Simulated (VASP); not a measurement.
Set up this calculation in VASP 6.6.1, as the native input.

- Task: single point
- Functional: PBEsol
- Dispersion: D3(BJ)
- Potentials or basis: VASP PAW PBE potentials, release 64 (As)
- Cutoff: 500 eV
- k mesh: 6 × 6 × 4
- Occupations: gaussian, width 0.1 eV
- Spin: no spin polarisation
- Dipole correction: no
- Further INCAR settings: ALGO = Normal; EDIFF = 1e-06; NBANDS = 18

The structure of As lies in POSCAR:

```
As
1.0
    1.8948147354     -5.2871237219     -0.0466236593
    1.8534730899      5.3183809062      0.0375316503
    0.0103420597     -0.0357209959      4.0336687943
As
4
Direct
    0.1407285446      0.8846957057      0.0474339788
    0.6231878545      0.4013550425      0.4564732954
    0.9086209756      0.1103166984      0.9586503352
    0.3916349061      0.6281501394      0.5492678333
```

The input as run:

INCAR

```
SYSTEM = As
ALGO = Normal ; EDIFF = 1E-6
ENCUT = 500 ; GGA = PS
GGA_COMPAT = .False. ; ISIF = 2
ISMEAR = 0 ; IVDW = 12
LASPH = .True. ; LCHARG = .False.
LREAL = .False. ; LWAVE = .False.
NBANDS = 18 ; NELM = 120
PREC = Accurate ; SIGMA = 0.1
```

KPOINTS

```
k-points
0
Gamma
  6 6 4
  0 0 0
```

Potentials or basis: VASP PAW PBE potentials, release 64 (As).

The run is started by

```bash
$ cat potpaw_PBE.64/As/POTCAR > POTCAR
$ mpirun -np 1 vasp_std > vasp.out
```

It gave:

```yaml
Pressure: 0.6 GPa
Largest_force: 0.109 eV/Å
Dispersion_energy_per_atom: -0.394 eV
```

Caveat: the PAW data sets were made with another functional, which shifts forces and pressure a little.

Run time: 2.5 min on 1 thread of Intel Xeon 8259CL (shared host), peak memory 0.26 GiB.
